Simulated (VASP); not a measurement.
# TiSi16 (a cell with a defect) in VASP: further runs, part 2 of 2

VASP 6.6.1.

### Step 3. Single point, PBE

Input file INCAR:

```
ALGO = Normal ; EDIFF = 1E-6
ENCUT = 520 ; GGA = PE
ISIF = 2 ; ISMEAR = -1
LASPH = T ; LCHARG = F
LREAL = Auto ; LWAVE = F
NBANDS = 52 ; NELM = 100
PREC = Accurate ; SIGMA = 0.05
```

Input file KPOINTS:

```
k-points
0
Gamma
  2 2 2
```

Input file POSCAR:

```
TiSi16
1.0
    0.0000000000      5.4300000000      5.4300000000
    5.4300000000      0.0000000000      5.4300000000
    5.4300000000      5.4300000000      0.0000000000
Si Ti
16 1
Direct
   -0.0163167587     -0.0697053407      0.0087476980
    0.1213904236      0.0519613260      0.1152946593
    0.0046500921     -0.0349079190      0.4625506446
    0.1336003683      0.0635451197      0.6077440147
   -0.0053314917      0.4168047882      0.0115009208
    0.1250368324      0.5859392265      0.0985543278
    0.0485727440      0.4322928177      0.4771362799
    0.1234162063      0.5713167587      0.6204143646
    0.4954327808     -0.0283609576     -0.0015469613
    0.6046224678      0.1311602210      0.1219705341
    0.5107550645     -0.0640515654      0.4837200737
    0.6319889503      0.0718968692      0.5991712707
    0.4937016575      0.4983977901     -0.0318232044
    0.6374677716      0.5833057090      0.1078360958
    0.4962338858      0.4273204420      0.4806353591
    0.6655616943      0.5536279926      0.5640515654
    0.7520534070      0.1840976059      0.7406169429
```

Potentials or basis: VASP PAW PBE potentials, release 64 (Si, Ti_sv).

Started as:

```sh
cat potpaw_PBE.64/Si/POTCAR potpaw_PBE.64/Ti_sv/POTCAR > POTCAR
mpirun -np 1 vasp_std > vasp.out
```

OUTCAR:

```text
EDIFF = 1E-6
   ENCUT = 520
   GGA = PE
   ISIF = 2
   ISMEAR = -1
   LASPH = T
   LREAL = Auto
   NELM = 100
   PREC = Accurate

 ion  position               nearest neighbor table
   1  0.984  0.930  0.009-   6 2.17   2 2.30  10 2.43   4 2.52  17 2.72
   2  0.121  0.052  0.115-   3 2.19   5 2.29   1 2.30   9 2.37
   3  0.005  0.965  0.463-   2 2.19  12 2.34   4 2.34   8 2.48  17 2.71
   4  0.134  0.064  0.608-   7 2.33   3 2.34  11 2.36  17 2.39   1 2.52
   5  0.995  0.417  0.012-  14 2.26   2 2.29   6 2.44   8 2.46
   6  0.125  0.586  0.099-   1 2.17  13 2.32   7 2.40   5 2.44
   7  0.049  0.432  0.477-   8 2.26   4 2.33   6 2.40  16 2.43  17 2.96
   8  0.123  0.571  0.620-   7 2.26  15 2.35   5 2.46   3 2.48
   9  0.495  0.972  0.998-   2 2.37  14 2.44  10 2.47  12 2.51  17 2.56
  10  0.605  0.131  0.122-  13 2.31  11 2.32   1 2.43  17 2.44   9 2.47
  11  0.511  0.936  0.484-  10 2.32  12 2.34   4 2.36  16 2.42
  12  0.632  0.072  0.599-  15 2.23  11 2.34   3 2.34  17 2.35   9 2.51
  13  0.494  0.498  0.968-  10 2.31  14 2.32   6 2.32  16 2.59  17 2.96
  14  0.637  0.583  0.108-   5 2.26  13 2.32  15 2.36   9 2.44
  15  0.496  0.427  0.481-  12 2.23   8 2.35  14 2.36  16 2.40  17 2.80
  16  0.666  0.554  0.564-  17 2.35  15 2.40  11 2.42   7 2.43  13 2.59
  17  0.752  0.184  0.741-  16 2.35  12 2.35   4 2.39  10 2.44   9 2.56   3 2.71   1 2.72  15 2.80
                            13 2.96   7 2.96

  LATTYP: Found a face centered cubic cell.
 ALAT       =    10.8600000000

  Lattice vectors:

 A1 = (   0.0000000000,   5.4300000000,   5.4300000000)
 A2 = (   5.4300000000,   0.0000000000,   5.4300000000)
 A3 = (   5.4300000000,   5.4300000000,   0.0000000000)

Analysis of symmetry for initial positions (statically):
=====================================================================
 Subroutine PRICEL returns:
 Original cell was already a primitive cell.

 Routine SETGRP: Setting up the symmetry group for a
 face centered cubic supercell.

[... 154 lines left out ...]
  Thomas-Fermi vector in A             =   2.146786
   LORBIT       =      0    0 simple, 1 ext, 2 COOP (PROOUT), +10 PAW based schemes
   GGA     = PE    functional components
   LHFCALC =     F    Hartree Fock is set to
   AEXX    =    0.0000 exact exchange contribution
   IVDW    =     0    specifies the selected vdW correction
   LEPSILON=     F    determine dielectric tensor
   LRPA    =     F    only Hartree local field effects (RPA)
 non-spin polarized calculation
  energy-cutoff  :      520.00
  volume of cell :      320.21
 maximum number of plane-waves:      8646
 NGX is ok and might be reduce to    60
   NGX = 29   NGY = 29   NGZ = 29

 number of electron      75.9999999 magnetization

 Free energy of the ion-electron system (eV)
  ---------------------------------------------------
  ext. energy  EPLUGINS =         0.00000000
  ---------------------------------------------------
  free energy    TOTEN  =       -90.72576816 eV

  energy without entropy =      -90.64680945  energy(sigma->0) =      -90.68628880

 E-fermi :   6.9243     XC(G=0):  -9.7625

 val. band max:        6.9200380397   @ k =   0.5000   0.5000   0.0000
 cond. band min:       6.9308860715   @ k =   0.5000   0.0000   0.5000
 fundamental gap:      0.0108480318
 Fermi energy:         6.9243147544

 k-point     1 :       0.0000    0.0000    0.0000
  band No.  band energies     occupation
      1     -49.7510      2.00000
      2     -26.1636      2.00000
      3     -26.1476      2.00000
      4     -26.1064      2.00000
      5      -5.7215      2.00000
      6      -3.5068      2.00000
[... 413 lines left out ...]
     49       9.7167      0.00000
     50      10.3753      0.00000
 [bands above 50 left out]

------------------------ aborting loop because EDIFF is reached ----------------------------------------

  FORCE on cell =-STRESS in cart. coord.  units (eV):
  Direction    XX          YY          ZZ          XY          YZ          ZX
  --------------------------------------------------------------------------------------
  -------------------------------------------------------------------------------------
  Total        9.1156423     10.3052362      8.7757010     -1.7006670      0.1148920      2.2975140
  in kB       45.6108716     51.5631037     43.9099475     -8.5094282      0.5748715     11.4958015
  external PRESSURE =      47.0279743 kB  Pullay stress =       0.0000000 kB

 VOLUME and BASIS-vectors are now :
 -----------------------------------------------------------------------------
  energy-cutoff  :      520.00
  volume of cell :      320.21
      direct lattice vectors                 reciprocal lattice vectors
     0.000000000  5.430000000  5.430000000    -0.092081031  0.092081031  0.092081031
     5.430000000  0.000000000  5.430000000     0.092081031 -0.092081031  0.092081031
     5.430000000  5.430000000  0.000000000     0.092081031  0.092081031 -0.092081031

 POSITION                                       TOTAL-FORCE (eV/Angst)
 -----------------------------------------------------------------------------------
      5.09900      5.38890     10.39290         1.037716     -1.791564      1.035674
      0.90820      1.28520      0.94130        -0.793363     -0.445968      1.343641
      7.75210      2.53690      5.26570         0.018693      1.618052     -1.687101
      3.64510      4.02550      1.07050        -0.496157      1.378625      0.611205
      2.32570      5.46350      7.66430        -0.134090     -0.302367      1.929188
      3.71680      1.21410      3.86060        -1.467147      1.313384     -1.963975
[... 9 lines left out ...]
      6.06900      6.67680      6.62020         1.815418     -0.757625      1.007738
      5.02120      8.10520      5.08330         0.836606      0.246399      0.729390
 -----------------------------------------------------------------------------------
    total drift:                                0.013283     -0.003997     -0.004201

  FREE ENERGIE OF THE ION-ELECTRON SYSTEM (eV)
  ---------------------------------------------------
  free  energy   TOTEN  =       -90.7257681554 eV

  energy  without entropy=      -90.6468094535  energy(sigma->0) =      -90.68628880
```

stdout:

```text
POSCAR found type information on POSCAR SiTi
 POSCAR found :  2 types and      17 ions
 scaLAPACK will be used
 LDA part: xc-table for (Slater+PW92), standard interpolation
 POSCAR, INCAR and KPOINTS ok, starting setup
 FFT: planning ... GRIDC
 FFT: planning ... GRID_SOFT
 FFT: planning ... GRID
 WAVECAR not read
 entering main loop
```

Wall time 3.7 min (1 thread of Intel Xeon Platinum 8259CL at 2.50GHz (Skylake/Cascade Lake), shared host); peak memory 0.5 GiB.

Results:

- Free energy: -90.7258 eV
- Pressure: 4.7 GPa
- Largest force: 2.781 eV/Å
- Band gap on the k mesh: zero (band 38 reaches 6.96 eV, above the bottom of band 39 at 6.75 eV)

Forces in eV/Å, atoms in the order of the input:
```
Si   1.038 -1.792  1.036
Si  -0.793 -0.446  1.344
Si   0.019  1.618 -1.687
Si  -0.496  1.379  0.611
Si  -0.134 -0.302  1.929
Si  -1.467  1.313 -1.964
Si  -0.400 -1.068 -0.358
Si   1.044  0.517  0.300
Si  -0.603  0.251 -0.592
Si  -0.255  0.791 -0.748
Si  -0.247  0.258 -0.715
Si  -1.097 -0.243 -1.698
Si  -0.911 -0.364  0.316
Si   0.986 -0.548 -0.231
Si   0.665 -0.853  0.720
Si   1.815 -0.758  1.008
Ti   0.837  0.246  0.729
```

Stress tensor (GPa, compression positive):
```
 4.56 -0.85  1.15
-0.85  5.16  0.06
 1.15  0.06  4.39
```

Caveat: the k points lie up to 0.50 Å⁻¹ apart.

### Step 4. Single point, PBE

Input file INCAR:

```
SYSTEM = TiSi16
  PREC = Accurate
  ENCUT = 520
  EDIFF = 1E-6
  ISMEAR = -1
  SIGMA = 0.05
  LREAL = Auto
  LASPH = .TRUE.
  NELM = 80
  ALGO = Normal
  ISIF = 2
  LWAVE = .FALSE.
  LCHARG = .TRUE.
  GGA = PE
  LELF = .TRUE.
  LVHAR = .TRUE.
  NBANDS = 52
```

Input file KPOINTS:

```
Automatic mesh
0
G
  2 2 2
  0 0 0
```

Input file POSCAR:

```
TiSi16
1.0
    0.0000000000      5.4300000000      5.4300000000
    5.4300000000      0.0000000000      5.4300000000
    5.4300000000      5.4300000000      0.0000000000
Si Ti
16 1
Direct
   -0.0460036832     -0.0731123389      0.0611602210
    0.0892357274      0.1058655617      0.1133609576
    0.0138397790     -0.0452394107      0.5013535912
    0.1334806630      0.0514364641      0.6591896869
   -0.0277071823      0.4756445672     -0.0140607735
    0.1210589319      0.5477624309      0.1298434622
    0.0355985267      0.4292449355      0.4939410681
    0.1167771639      0.5935727440      0.6150644567
    0.4338397790     -0.0501381215     -0.0235819521
    0.5555340700      0.0455156538      0.1679650092
    0.4687476980     -0.0947882136      0.5184162063
    0.6206353591      0.0458655617      0.5888305709
    0.4794198895      0.4124585635     -0.0045580110
    0.5756353591      0.5695395948      0.1282872928
    0.4771731123      0.4267127072      0.4943738490
    0.6238766114      0.5403406998      0.6010773481
    0.7563720074      0.1631675875      0.7504419890
```

Potentials or basis: VASP PAW PBE potentials, release 64 (Si, Ti_sv).

Started as:

```sh
cat potpaw_PBE.64/Si/POTCAR potpaw_PBE.64/Ti_sv/POTCAR > POTCAR
mpirun -np 1 vasp_std > vasp.out
```

OUTCAR:

```text
SYSTEM = TiSi16
   PREC = Accurate
   ENCUT = 520
   EDIFF = 1E-6
   ISMEAR = -1
   LREAL = Auto
   LASPH = .TRUE.
   NELM = 80
   ISIF = 2
   GGA = PE

 ion  position               nearest neighbor table
   1  0.954  0.927  0.061-   2 2.35   6 2.41  10 2.51   4 2.54  17 2.80
   2  0.089  0.106  0.113-   9 2.20   5 2.32   1 2.35   3 2.46
   3  0.014  0.955  0.501-   8 2.27   4 2.36   2 2.46  17 2.50  12 2.53
   4  0.133  0.051  0.659-  11 2.14   3 2.36   7 2.38  17 2.39   1 2.54
   5  0.972  0.476  0.986-   6 2.31   2 2.32   8 2.33  14 2.50
   6  0.121  0.548  0.130-  13 2.26   7 2.30   5 2.31   1 2.41
   7  0.036  0.429  0.494-   6 2.30   8 2.32   4 2.38  16 2.61  17 2.96
   8  0.117  0.594  0.615-   3 2.27  15 2.29   7 2.32   5 2.33
   9  0.434  0.950  0.976-   2 2.20  14 2.40  12 2.46  10 2.59  17 2.96
  10  0.556  0.046  0.168-  11 2.21  13 2.33   1 2.51   9 2.59  17 2.65
  11  0.469  0.905  0.518-   4 2.14  10 2.21  12 2.30  16 2.30
  12  0.621  0.046  0.589-  11 2.30  15 2.40   9 2.46   3 2.53  17 2.61
  13  0.479  0.412  0.995-   6 2.26  10 2.33  14 2.43  16 2.47  17 2.69
  14  0.576  0.570  0.128-  15 2.30   9 2.40  13 2.43   5 2.50
  15  0.477  0.427  0.494-   8 2.29  14 2.30  16 2.31  12 2.40  17 2.91
[... 209 lines left out ...]
      1     -50.0001      2.00000
      2     -26.3845      2.00000
      3     -26.3579      2.00000
      4     -26.3117      2.00000
      5      -5.7401      2.00000
      6      -3.6396      2.00000
[... 413 lines left out ...]
     49       9.7596      0.00000
     50      10.3352      0.00000
 [bands above 50 left out]

------------------------ aborting loop because EDIFF is reached ----------------------------------------

  FORCE on cell =-STRESS in cart. coord.  units (eV):
  Direction    XX          YY          ZZ          XY          YZ          ZX
  --------------------------------------------------------------------------------------
  -------------------------------------------------------------------------------------
  Total       11.0123067      6.4959063      5.4849886     -2.9942576      0.8034504     -1.4651689
  in kB       55.1009892     32.5028056     27.4445949    -14.9820161      4.0201308     -7.3310940
  external PRESSURE =      38.3494632 kB  Pullay stress =       0.0000000 kB

 VOLUME and BASIS-vectors are now :
 -----------------------------------------------------------------------------
  energy-cutoff  :      520.00
  volume of cell :      320.21
      direct lattice vectors                 reciprocal lattice vectors
     0.000000000  5.430000000  5.430000000    -0.092081031  0.092081031  0.092081031
     5.430000000  0.000000000  5.430000000     0.092081031 -0.092081031  0.092081031
     5.430000000  5.430000000  0.000000000     0.092081031  0.092081031 -0.092081031

 POSITION                                       TOTAL-FORCE (eV/Angst)
 -----------------------------------------------------------------------------------
      5.36510      5.51230     10.21320        -0.403812     -0.609649      0.031041
      1.19040      1.10010      1.05940         1.009409     -0.038234     -1.292059
      7.90670      2.79750      5.25950        -0.830025     -1.547911      0.340555
      3.85870      4.30420      1.00410         1.697726     -0.107240     -0.684724
      7.93640     10.63320      7.86230         0.534058     -0.678106     -0.960595
      3.67940      1.36240      3.63170         0.832324     -0.880686      0.066442
[... 9 lines left out ...]
      6.19790      6.65150      6.32170         0.623134      0.551842      1.075586
      4.96090      8.18200      4.99310         0.904903     -0.262041     -1.382120
 -----------------------------------------------------------------------------------
    total drift:                               -0.004149      0.003431      0.002377

  FREE ENERGIE OF THE ION-ELECTRON SYSTEM (eV)
  ---------------------------------------------------
  free  energy   TOTEN  =       -90.5525296632 eV

  energy  without entropy=      -90.4755361509  energy(sigma->0) =      -90.51403291
```

stdout:

```text
POSCAR found type information on POSCAR SiTi
 POSCAR found :  2 types and      17 ions
 scaLAPACK will be used
 LDA part: xc-table for (Slater+PW92), standard interpolation
 POSCAR, INCAR and KPOINTS ok, starting setup
 FFT: planning ... GRIDC
 FFT: planning ... GRID_SOFT
 FFT: planning ... GRID
 WAVECAR not read
 entering main loop
```

It took 4.5 min on 1 thread of Intel Xeon Platinum 8259CL at 2.50GHz (Skylake/Cascade Lake), shared host; peak memory 0.5 GiB.

Results:

```
Free energy            : -90.5525 eV
Pressure               : 3.8 GPa
Largest force          : 2.567 eV/Å
Band gap on the k mesh : zero (band 38 reaches 6.94 eV, above the bottom of band 39 at 6.58 eV)
```

Forces on the atoms (eV/Å):
```
Si  -0.404 -0.610  0.031
Si   1.009 -0.038 -1.292
Si  -0.830 -1.548  0.341
Si   1.698 -0.107 -0.685
Si   0.534 -0.678 -0.961
Si   0.832 -0.881  0.066
Si   0.210 -0.494 -1.150
Si  -0.082  0.361 -0.765
Si  -0.920  1.745  1.284
Si  -2.023 -1.079  1.155
Si  -0.965  1.628  0.297
Si   0.720  0.752  0.351
Si   0.359  0.667  1.032
Si  -1.068 -0.215  0.944
Si  -0.598  0.204 -0.342
Si   0.623  0.552  1.076
Ti   0.905 -0.262 -1.382
```

Levels at points of the mesh, in eV from the Fermi level:
| k point | band 34 | band 35 | band 36 | band 37 | band 38 | band 39 | band 40 | band 41 | band 42 | band 43 |
| --- | --- | --- | --- | --- | --- | --- | --- | --- | --- | --- |
| (0.00, 0.00, 0.00) | -1.06 | -0.90 | -0.74 | -0.65 | -0.37 | -0.27 | -0.01 | 0.02 | 0.24 | 0.76 |
| (0.50, 0.00, 0.00) | -1.47 | -1.33 | -1.21 | -0.28 | -0.02 | 0.28 | 0.36 | 0.47 | 0.61 | 1.13 |
| (0.00, 0.50, 0.00) | -1.59 | -1.39 | -1.03 | -0.40 | -0.37 | -0.02 | 0.50 | 0.73 | 0.87 | 0.97 |
| (0.00, 0.00, 0.50) | -1.75 | -1.31 | -0.93 | -0.32 | -0.06 | 0.19 | 0.39 | 0.54 | 0.72 | 0.94 |
| (0.50, 0.50, 0.50) | -1.72 | -1.20 | -1.11 | -0.07 | -0.01 | 0.10 | 0.48 | 0.57 | 0.90 | 1.10 |
| (0.50, 0.50, 0.00) | -1.86 | -1.69 | -1.67 | -0.50 | 0.10 | 0.64 | 0.73 | 1.07 | 1.16 | 1.48 |
| (0.00, 0.50, 0.50) | -1.84 | -1.64 | -1.56 | -0.50 | -0.24 | 0.60 | 0.82 | 0.99 | 1.07 | 1.41 |
| (0.50, 0.00, 0.50) | -1.92 | -1.77 | -1.50 | -0.45 | 0.01 | 0.45 | 0.76 | 1.00 | 1.23 | 1.58 |

Caveat: the k points lie up to 0.50 Å⁻¹ apart.
